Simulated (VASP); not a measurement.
Here is a VASP 6.6.1 calculation.

The input INCAR:

```
SYSTEM = SiO2
PREC = Accurate ; ENCUT = 520
EDIFF = 1E-7 ; ISMEAR = 0
SIGMA = 0.05 ; LREAL = .FALSE.
LASPH = .TRUE. ; NELM = 60
ALGO = Normal ; ISIF = 2
LWAVE = .FALSE. ; LCHARG = .FALSE.
GGA = PE ; NBANDS = 44
```

The input KPOINTS:

```
regular mesh
0
G
  4 4 4
  0 0 0
```

Contents of POSCAR:

```
SiO2
1.0
    5.0828646218      0.0000000000      0.0000000000
    0.0000000000      5.0828646218      0.0000000000
    0.0000000000      0.0000000000      7.0977090664
Si O
4 8
Direct
    0.2939908888      0.2939908888      0.0000000000
    0.2060091112      0.7939908888      0.2500000000
    0.7060091112      0.7060091112      0.5000000000
    0.7939908888      0.2060091112      0.7500000000
    0.2411309881      0.0937182696      0.1743588061
    0.4062817304      0.7411309881      0.4243588061
    0.7588690119      0.9062817304      0.6743588061
    0.5937182696      0.2588690119      0.9243588061
    0.7411309881      0.4062817304      0.5756411939
    0.9062817304      0.7588690119      0.3256411939
    0.2588690119      0.5937182696      0.0756411939
    0.0937182696      0.2411309881      0.8256411939
```

Potentials or basis: VASP PAW PBE potentials, release 64 (Si, O).

Command:

```sh
$ cat potpaw_PBE.64/Si/POTCAR potpaw_PBE.64/O/POTCAR > POTCAR
$ mpirun -np 1 vasp_std > vasp.out
```

Q: Predict the band gap on the k mesh.

A: 5.51 eV, direct.

Q: Estimate the pressure.

A: 0.1 GPa.

Q: Predict the largest force.

A: 0.022 eV/Å.

Forces on the atoms (eV/Å):
```
Si   0.015  0.015  0.000
Si  -0.015  0.015  0.000
Si  -0.015 -0.015  0.000
Si   0.015 -0.015  0.000
O    0.000 -0.002 -0.006
O    0.002  0.000 -0.006
O    0.000  0.002 -0.006
O   -0.002  0.000 -0.006
O    0.000  0.002  0.006
O    0.002  0.000  0.006
O    0.000 -0.002  0.006
O   -0.002  0.000  0.006
```

A k mesh can miss the band edges. Expect the measured gap to be larger: semilocal functionals such as PBE lack the derivative discontinuity.
